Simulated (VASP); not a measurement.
Wanted: the native input for a VASP 6.6.1 run.

```yaml
Task: relaxation of cell and atoms
Functional: PBE
Potentials_or_basis: VASP PAW PBE potentials, release 64 (Li_sv, S)
Cutoff: 600 eV
k_mesh: 8 × 8 × 8
Occupations: gaussian, width 0.1 eV
Spin: no spin polarisation
Dipole_correction: no
Further_INCAR_settings: ALGO = Normal; EDIFF = 1e-06; IBRION = 2; EDIFFG = -0.01; NSW = 100; ISIF = 3
```

The structure of Li5S3 lies in POSCAR:

```
Li5S3
1.0
   -3.1313596900      3.1313596900      3.1313596900
    3.1313596900     -3.1313596900      3.1313596900
    3.1313596900      3.1313596900     -3.1313596900
Li S
5 3
Direct
    0.0000000000      0.0000000000      0.0000000000
    0.0000000000      0.0000000000      0.5000000000
    0.0000000000      0.5000000000      0.0000000000
    0.5000000000      0.0000000000      0.0000000000
    0.5000000000      0.5000000000      0.5000000000
    0.0000000000      0.5000000000      0.5000000000
    0.5000000000      0.5000000000      0.0000000000
    0.5000000000      0.0000000000      0.5000000000
```

One way to write it, as run:

INCAR

```
ALGO = Normal ; EDIFF = 1E-6
EDIFFG = -0.01 ; ENCUT = 600
GGA = PE ; IBRION = 2
ISIF = 3 ; ISMEAR = 0
LASPH = T ; LCHARG = F
LREAL = F ; LWAVE = F
NELM = 100 ; NSW = 100
PREC = Accurate ; SIGMA = 0.1
```

KPOINTS

```
k-points
0
Gamma
  8 8 8
```

Potentials or basis: VASP PAW PBE potentials, release 64 (Li_sv, S).

Run with:

```console
$ cat potpaw_PBE.64/Li_sv/POTCAR potpaw_PBE.64/S/POTCAR > POTCAR
$ mpirun -np 1 vasp_std > vasp.out
```

Results of the run:

```
Relaxed volume                         : 14.91 Å³/atom
Relaxed cell                           : a = 5.371 Å, b = 5.371 Å, c = 5.371 Å, α = 109.47°, β = 109.47°, γ = 109.47°
Space group after relaxing (to 0.05 Å) : Im-3m (No. 229)
Energy gained by relaxing              : 1.7 meV/atom
Ionic steps                            : 3
Pressure after relaxing                : 0.0 GPa
```

Caveat: the cutoff is under 1.25 times the usual one of these potentials, so pressure, stress and relaxed cells hold a basis-set (Pulay) error.

Run time: 3 min on 1 thread of Intel(R) Xeon(R) Platinum 8488C (Sapphire Rapids) (shared host), peak memory 0.35 GiB.
